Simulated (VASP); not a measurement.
# LiBr (Fm-3m) in VASP: single point with PBE

Aim: the single point of LiBr with PBE.

Everything below comes from runs of VASP 6.6.1. Logs are shortened: lines on timing, memory, paths and dates and some standing lists are left out, and cuts for length are marked.

## (1) The cell of the first run

Symmetry: Fm-3m, No. 225, cubic system. The conventional cell has a = 5.501 Å, b = 5.501 Å, c = 5.501 Å, α = 90.00°, β = 90.00°, γ = 90.00°. Li (site symmetry m-3m) has 6 Br at 2.75 Å within 3.6 Å. Within 3.6 Å of Br (site symmetry m-3m) lie 6 Li at 2.75 Å.

## (2) Single point, PBE

Contents of INCAR:

```
PREC     = Accurate       # precision mode
ENCUT    = 750            # plane-wave cutoff, eV
EDIFF    = 1E-6           # SCF threshold, eV
ISMEAR   = 0              # smearing method
SIGMA    = 0.01           # smearing width, eV
LREAL    = False          # projectors in reciprocal space
LASPH    = True           # aspherical terms in the spheres
NELM     = 120            # most SCF steps
ALGO     = Normal         # electronic algorithm
ISIF     = 2              # what is computed and relaxed
LWAVE    = False          # write WAVECAR
LCHARG   = False          # write CHGCAR
GGA      = PE             # functional
NBANDS   = 12             # bands
GGA_COMPAT= False
```

Contents of KPOINTS:

```
Automatic mesh
0
Gamma
  3 3 3
```

Contents of POSCAR:

```
LiBr
1.0
    0.0000000000      2.7506500000      2.7506500000
    2.7506500000      0.0000000000      2.7506500000
    2.7506500000      2.7506500000      0.0000000000
Li Br
1 1
Direct
    0.0000000000      0.0000000000      0.0000000000
    0.5000000000      0.5000000000      0.5000000000
```

Potentials or basis: VASP PAW PBE potentials, release 64 (Li_sv, Br).

On the command line:

```
$ cat potpaw_PBE.64/Li_sv/POTCAR potpaw_PBE.64/Br/POTCAR > POTCAR
$ mpirun -np 1 vasp_std > vasp.out
```

OUTCAR:

```text
PREC = Accurate
   ENCUT = 750
   EDIFF = 1E-6
   ISMEAR = 0
   LREAL = False
   LASPH = True
   NELM = 120
   ISIF = 2
   GGA = PE

 ion  position               nearest neighbor table
   1  0.000  0.000  0.000-
   2  0.500  0.500  0.500-

  LATTYP: Found a face centered cubic cell.
 ALAT       =     5.5013000000

  Lattice vectors:

 A1 = (   0.0000000000,   2.7506500000,   2.7506500000)
 A2 = (   2.7506500000,   0.0000000000,   2.7506500000)
 A3 = (   2.7506500000,   2.7506500000,   0.0000000000)

Analysis of symmetry for initial positions (statically):
=====================================================================
 Subroutine PRICEL returns:
 Original cell was already a primitive cell.

 Routine SETGRP: Setting up the symmetry group for a
 face centered cubic supercell.

 Subroutine GETGRP returns: Found 48 space group operations
 (whereof 48 operations were pure point group operations)
 out of a pool of 48 trial point group operations.

The static configuration has the point symmetry O_h .

Analysis of symmetry for dynamics (positions and initial velocities):
=====================================================================
 Subroutine PRICEL returns:
 Original cell was already a primitive cell.

 Routine SETGRP: Setting up the symmetry group for a
 face centered cubic supercell.

 Subroutine GETGRP returns: Found 48 space group operations
 (whereof 48 operations were pure point group operations)
 out of a pool of 48 trial point group operations.

The dynamic configuration has the point symmetry O_h .

 Subroutine INISYM returns: Found 48 space group operations
 (whereof 48 operations are pure point group operations),
 and found     1 'primitive' translations

----------------------------------------------------------------------------------------

                                     Primitive cell

  volume of cell :      41.6233

  direct lattice vectors                    reciprocal lattice vectors
     0.000000000  2.750650000  2.750650000    -0.181775217  0.181775217  0.181775217
     2.750650000  0.000000000  2.750650000     0.181775217 -0.181775217  0.181775217
     2.750650000  2.750650000  0.000000000     0.181775217  0.181775217 -0.181775217

  length of vectors
     3.890006535  3.890006535  3.890006535     0.314843911  0.314843911  0.314843911

  position of ions in fractional coordinates (direct lattice)
     0.000000000  0.000000000  0.000000000
     0.500000000  0.500000000  0.500000000

  ion indices of the primitive-cell ions
   primitive index   ion index
                 1           1
                 2           2

----------------------------------------------------------------------------------------

 KPOINTS: Automatic mesh

Automatic generation of k-mesh.
 Grid dimensions read from file:
 generate k-points for:    3    3    3

 Generating k-lattice:

  Cartesian coordinates                     Fractional coordinates (reciprocal lattice)
    -0.060591739  0.060591739  0.060591739     0.333333333  0.000000000  0.000000000
     0.060591739 -0.060591739  0.060591739     0.000000000  0.333333333  0.000000000
     0.060591739  0.060591739 -0.060591739     0.000000000  0.000000000  0.333333333

  Length of vectors
     0.104947970  0.104947970  0.104947970

  Shift w.r.t. Gamma in fractional coordinates (k-lattice)
     0.000000000  0.000000000  0.000000000

 Subroutine IBZKPT returns following result:
 ===========================================

 Found      4 irreducible k-points:

 Following reciprocal coordinates:
            Coordinates               Weight
  0.000000  0.000000  0.000000      1.000000
  0.333333  0.000000  0.000000      8.000000
  0.333333  0.333333  0.000000      6.000000
 -0.333333  0.333333  0.000000     12.000000
   k-points           NKPTS =      4   k-points in BZ     NKDIM =      4   number of bands    NBANDS=     12
   number of dos      NEDOS =    301   number of ions     NIONS =      2
   total plane-waves  NPLWV =  46656
   dimension x,y,z NGX =    36 NGY =   36 NGZ =   36
   dimension x,y,z NGXF=    72 NGYF=   72 NGZF=   72
   ions per type =               1   1
   NGX,Y,Z   is equivalent  to a cutoff of  15.39, 15.39, 15.39 a.u.
   NGXF,Y,Z  is equivalent  to a cutoff of  30.77, 30.77, 30.77 a.u.
 SYSTEM =  unknown system
   PREC   = accura    normal or accurate (medium, high low for compatibility)
   ISTART =      0    job   : 0-new  1-cont  2-samecut
   ICHARG =      2    charge: 1-file 2-atom 10-const
   ISPIN  =      1    spin polarized calculation?
   LNONCOLLINEAR =      F non collinear calculations
   LSORBIT =      F    spin-orbit coupling
   LASPH  =      T    aspherical Exc in radial PAW
   ENCUT  =  750.0 eV  55.12 Ry    7.42 a.u.   8.69  8.69  8.69*2*pi/ulx,y,z
   NELM   =    120;   NELMIN=  2; NELMDL= -5     # of ELM steps
   EDIFF  = 0.1E-05   stopping-criterion for ELM
   LREAL  =      F    real-space projection
   EDIFFG = 0.1E-04   stopping-criterion for IOM
   NSW    =      0    number of steps for IOM
   IBRION =     -1    ionic relax: 0-MD 1-quasi-New 2-CG
   NFREE  =      0    steps in history (QN), initial steepest desc. (CG)
   ISIF   =      2    stress and relaxation
   ISYM   =      2    0-nonsym 1-usesym 2-fastsym
   POTIM  = 0.5000    time-step for ionic-motion
   TEBEG  =    0.0;   TEEND  =   0.0 temperature during run
   PSTRESS=    0.0 pullay stress
   NELECT =      10.0000    total number of electrons
   NUPDOWN=      -1.0000    fix difference up-down
   EMIN   =  10.00;   EMAX   =-10.00  energy-range for DOS
   EFERMI =   0.00;   METHOD = LEGACY
   ISMEAR =     0;   SIGMA  =   0.01  broadening in eV -4-tet -1-fermi 0-gaus
   EFERMI_NEDOS =   21; number of points for ismear=-14 and -15
   IALGO  =     38    algorithm
   IMIX   =      4    mixing-type and parameters
     AMIX     =   0.40;   BMIX     =  1.00
     AMIX_MAG =   1.60;   BMIX_MAG =  1.00
  volume/ion in A,a.u.               =      20.81       140.44
  Fermi-wavevector in a.u.,A,eV,Ry     =   1.017723  1.923217 14.092366  1.035760
  Thomas-Fermi vector in A             =   2.151140
   LORBIT       =      0    0 simple, 1 ext, 2 COOP (PROOUT), +10 PAW based schemes
   GGA     = PE    functional components
   LHFCALC =     F    Hartree Fock is set to
   AEXX    =    0.0000 exact exchange contribution
   IVDW    =     0    specifies the selected vdW correction
   LEPSILON=     F    determine dielectric tensor
   LRPA    =     F    only Hartree local field effects (RPA)
 non-spin polarized calculation
 Gauss-broadening in eV      SIGMA  =   0.01
  energy-cutoff  :      750.00
  volume of cell :       41.62
 maximum number of plane-waves:      1948
   NGX = 17   NGY = 17   NGZ = 17

 number of electron      10.0000001 magnetization

 Free energy of the ion-electron system (eV)
  ---------------------------------------------------
  ext. energy  EPLUGINS =         0.00000000
  ---------------------------------------------------
  free energy    TOTEN  =        -6.56864223 eV

  energy without entropy =       -6.56864223  energy(sigma->0) =       -6.56864223

 E-fermi :   0.4449     XC(G=0):  -8.4066

 val. band max:        0.3547218767   @ k =   0.0000   0.0000   0.0000
 cond. band min:       5.2799006799   @ k =   0.0000   0.0000   0.0000
 fundamental gap:      4.9251788032
 Fermi energy:         0.4449371955

 k-point     1 :       0.0000    0.0000    0.0000
  band No.  band energies     occupation
      1     -44.1205      2.00000
      2     -13.0685      2.00000
      3       0.3547      2.00000
      4       0.3547      2.00000
      5       0.3547      2.00000
      6       5.2799      0.00000
      7      10.8324      0.00000
      8      10.8324      0.00000
      9      10.8324      0.00000
     10      12.5575      0.00000
     11      12.5575      0.00000
     12      12.5575      0.00000

 k-point     2 :       0.3333    0.0000    0.0000
  band No.  band energies     occupation
      1     -44.1197      2.00000
      2     -12.7228      2.00000
      3      -1.9599      2.00000
      4       0.1528      2.00000
      5       0.1528      2.00000
      6       6.2019      0.00000
      7       8.9207      0.00000
      8       8.9207      0.00000
      9      10.8627      0.00000
     10      13.6009      0.00000
     11      13.7856      0.00000
     12      13.7856      0.00000

 k-point     3 :       0.3333    0.3333    0.0000
  band No.  band energies     occupation
      1     -44.1195      2.00000
      2     -12.5904      2.00000
      3      -1.9022      2.00000
      4      -0.5345      2.00000
      5      -0.5345      2.00000
      6       7.1107      0.00000
      7       7.9555      0.00000
      8       9.8450      0.00000
      9      11.9295      0.00000
     10      11.9295      0.00000
     11      15.1420      0.00000
     12      17.3067      0.00000

 k-point     4 :      -0.3333    0.3333    0.0000
  band No.  band energies     occupation
      1     -44.1192      2.00000
      2     -12.4566      2.00000
      3      -1.8498      2.00000
      4      -1.7530      2.00000
      5      -0.3188      2.00000
      6       7.0991      0.00000
      7       9.6765      0.00000
      8       9.8963      0.00000
      9      10.3797      0.00000
     10      12.7508      0.00000
     11      14.7801      0.00000
     12      16.3016      0.00000

------------------------ aborting loop because EDIFF is reached ----------------------------------------

  FORCE on cell =-STRESS in cart. coord.  units (eV):
  Direction    XX          YY          ZZ          XY          YZ          ZX
  --------------------------------------------------------------------------------------
  -------------------------------------------------------------------------------------
  Total        0.2311114      0.2311114      0.2311114      0.0000000     -0.0000000      0.0000000
  in kB        8.8960251      8.8960251      8.8960251      0.0000000     -0.0000000      0.0000000
  external PRESSURE =       8.8960251 kB  Pullay stress =       0.0000000 kB

 VOLUME and BASIS-vectors are now :
 -----------------------------------------------------------------------------
  energy-cutoff  :      750.00
  volume of cell :       41.62
      direct lattice vectors                 reciprocal lattice vectors
     0.000000000  2.750650000  2.750650000    -0.181775217  0.181775217  0.181775217
     2.750650000  0.000000000  2.750650000     0.181775217 -0.181775217  0.181775217
     2.750650000  2.750650000  0.000000000     0.181775217  0.181775217 -0.181775217

 POSITION                                       TOTAL-FORCE (eV/Angst)
 -----------------------------------------------------------------------------------
      0.00000      0.00000      0.00000         0.000000     -0.000000     -0.000000
      2.75065      2.75065      2.75065        -0.000000      0.000000      0.000000
 -----------------------------------------------------------------------------------
    total drift:                                0.000000      0.000000      0.000000

  FREE ENERGIE OF THE ION-ELECTRON SYSTEM (eV)
  ---------------------------------------------------
  free  energy   TOTEN  =        -6.5686422319 eV

  energy  without entropy=       -6.5686422319  energy(sigma->0) =       -6.56864223
```

Run time: 13 s. Hardware: 1 thread of Intel Xeon 8259CL, shared host; peak memory 0.2 GiB.

Results:

- Free energy: -6.5686 eV
- Pressure: 0.9 GPa
- Band gap on the k mesh: 4.93 eV, direct

Caveat: the k points lie up to 0.66 Å⁻¹ apart. Expect the measured gap to be larger: semilocal functionals such as PBE lack the derivative discontinuity.
